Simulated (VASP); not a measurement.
# HfN: single point with PBE

HfN:

```
Hf N
1.0
     0.00000    2.25900    2.30418
     2.25900    0.00000    2.30418
     2.25900    2.25900    0.00000
Hf N
1 1
Direct
  0.00000 0.00000 0.00000
  0.50000 0.50000 0.50000
```

This cell differs from its parent crystal: zz strain of +2 %.

```json
{
 "Program": "VASP 6.6.1",
 "Task": "single point",
 "Functional": "PBE",
 "Potentials or basis": "VASP PAW PBE potentials, release 64 (Hf_pv, N)",
 "Cutoff": "520 eV",
 "k mesh": "10 × 10 × 10",
 "Occupations": "fermi-dirac, width 0.03 eV",
 "Spin": "no spin polarisation",
 "Dipole correction": "no",
 "Further INCAR settings": "ALGO = Normal; EDIFF = 1e-07; NBANDS = 14"
}
```

The pressure is -2.1 GPa.

Stress tensor (GPa, compression positive):
```
 0.45  0.00  0.00
 0.00  0.45  0.00
 0.00  0.00 -7.19
```

Levels at points of the mesh, in eV from the Fermi level:
```csv
k point,band 6,band 7,band 8,band 9,band 10,band 11
"(0.00, 0.00, 0.00)",-3.02,-3.02,-0.52,-0.30,-0.30,1.28
"(0.50, 0.00, 0.00)",-6.14,-6.13,3.14,3.50,3.64,4.27
"(0.50, 0.50, 0.00)",-3.73,-3.67,-3.67,3.95,5.32,5.32
"(0.50, 0.00, 0.50)",-3.80,-3.78,-3.72,3.90,5.19,5.36
```

Wall time 38 s on 1 thread of Intel Xeon 8259CL, with other jobs on the host, peak memory 0.16 GiB.

Caveat: the cell differs from its parent crystal (zz strain of +2 %); spin-orbit coupling is left out, which moves the levels of the heavy elements.
